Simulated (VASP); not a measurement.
The system is BaZrO3.

```
Ba Zr O
1.0
     4.22711    0.00000    0.00000
     0.00000    4.22711    0.00000
     0.00000    0.00000    4.22728
Ba Zr O
1 1 3
Direct
  0.50000 0.50000 0.57202
  0.00000 0.00000 0.07200
  0.00000 0.50000 0.07199
  0.50000 0.00000 0.07199
  0.00000 0.00000 0.57200
```

| Item | Value |
| --- | --- |
| Program | VASP 6.6.1 |
| Task | relaxation of cell and atoms |
| Functional | PBEsol |
| Potentials or basis | VASP PAW PBE potentials, release 64 (Ba_sv, Zr_sv, O) |
| Cutoff | 600 eV |
| k mesh | 6 × 6 × 6 |
| Occupations | fermi-dirac, width 0.02 eV |
| Spin | no spin polarisation |

At the start: pressure -4.1 GPa; volume 15.11 Å³/atom.

Problem. Where does the relaxation end?

Solution. Over 3 steps the energy falls by 5.3 meV/atom and the volume is 14.71 Å³/atom (-2.7 %); space group Pm-3m (No. 221, to 0.1 Å) before and after.

Step by step:
| step | energy change (eV) | largest force (eV/Å) | pressure (GPa) | volume (Å³) |
| --- | --- | --- | --- | --- |
| 1 | 0.0000 | 0.0004 | -4.14 | 75.54 |
| 2 | 0.0078 | 0.0004 | 5.25 | 71.34 |
| 3 | -0.0267 | 0.0002 | -0.02 | 73.53 |

Final structure:
```yaml
crystal:
  lattice:
    - [4.18937, 0.00000, 0.00000]
    - [0.00000, 4.18937, 0.00000]
    - [0.00000, 0.00000, 4.18945]
  atoms:
    - { symbol: Ba, position: [0.50000, 0.50000, 0.57202] }
    - { symbol: Zr, position: [0.00000, 0.00000, 0.07200] }
    - { symbol: O, position: [0.00000, 0.50000, 0.07199] }
    - { symbol: O, position: [0.50000, 0.00000, 0.07199] }
    - { symbol: O, position: [0.00000, 0.00000, 0.57200] }
```

Caveat: the PAW data sets were made with another functional, which shifts forces and pressure a little.
